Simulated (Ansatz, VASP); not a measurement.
Rb: VASP beside Ansatz

```
Rb
1.0
    -2.68596    2.68596    2.68596
     2.68596   -2.68596    2.68596
     2.68596    2.68596   -2.68596
Rb
1
Direct
  0.00000 0.00000 0.00000
```

Alike in both runs: task single point; functional LDA; k mesh 7 × 7 × 7; occupations fermi-dirac, width 0.1 eV; no spin polarisation.

```csv
,VASP,Ansatz
version,VASP 6.6.1,Ansatz 0.2.0
potentials or method,"VASP PAW LDA potentials, release 64 (Rb_sv), cutoff 520 eV","plane waves (420 eV) with PAW, scalar-relativistic"
valence electrons in the cell,9,9
```

```csv
,VASP,Ansatz,Ansatz less VASP
pressure (GPa),0.0,0.0,0.00
```

Ansatz warns that its potentials were made for another functional, while VASP's fit it. LDA's correlation is that of Perdew and Zunger in VASP and of Perdew and Wang (1992) in Ansatz.
